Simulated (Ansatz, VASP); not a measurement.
Cu: VASP beside Ansatz

File INCAR:

```
PREC = Accurate
ENCUT = 520
EDIFF = 1E-6
ISMEAR = 1
SIGMA = 0.1
LREAL = False
LASPH = True
NELM = 80
ALGO = Normal
ISIF = 2
LWAVE = False
LCHARG = False
GGA = PS
NBANDS = 30
```

Contents of KPOINTS:

```
regular mesh
0
Gamma
  11 11 3
```

File POSCAR:

```
Cu
1.0
    2.5307640000      0.0000000000      0.0000000000
   -1.2653820000      2.1917060000      0.0000000000
    0.0000000000      0.0000000000      8.2618150000
Cu
4
Direct
    0.0000000000      0.0000000000      0.0000000000
    0.3333333333      0.6666666667      0.2500000000
    0.0079027519      0.0000000000      0.5000000000
    0.6666666667      0.3333333333      0.7500000000
```

Input for Ansatz:

```yaml
crystal:
  lattice:
    - [2.530764, 0.0, 0.0]
    - [-1.265382, 2.191706, 0.0]
    - [0.0, 0.0, 8.261815]
  atoms:
    - { symbol: Cu, position: [0.0, 0.0, 0.0] }
    - { symbol: Cu, position: [0.3333333333333333, 0.6666666666666666, 0.25] }
    - { symbol: Cu, position: [0.007902751896265318, 0.0, 0.5] }
    - { symbol: Cu, position: [0.6666666666666666, 0.3333333333333333, 0.75] }
kpoints:
  mp_grid:
    grid: [11, 11, 3]
    shift: [0.0, 0.0, 0.0]
hamiltonian:
  xc: pbesol
  pseudopotentials:
    kind: paw
scf:
  occupations:
    method: cold
    width: 0.1
output:
  forces: true
```

Alike in both runs: task single point; functional PBEsol; k mesh 11 × 11 × 3; no spin polarisation.

|  | VASP | Ansatz |
| --- | --- | --- |
| version | VASP 6.6.1 | Ansatz 0.2.0 |
| potentials or method | VASP PAW PBE potentials, release 64 (Cu) | plane waves, PAW |
| plane-wave cutoff (eV) | 520 | 420 |
| occupations | methfessel-paxton of order 1, width 0.1 eV | cold, width 0.1 eV |
| valence electrons in the cell | 44 | 76 |

VASP gave:

| Item | Value |
| --- | --- |
| rms of the force components (eV/Å) | 0.012 |

**Question.** What did Ansatz give for the same quantities?

**Answer.** rms of the force components (eV/Å): 0.011.

VASP's potentials were made for PBE, not for PBEsol. Atom by atom the forces differ by 0.000 eV/Å (rms over components). VASP's potentials hold 44 valence electrons a cell and Ansatz's 76, so a difference there can come from the potentials and not from the codes.
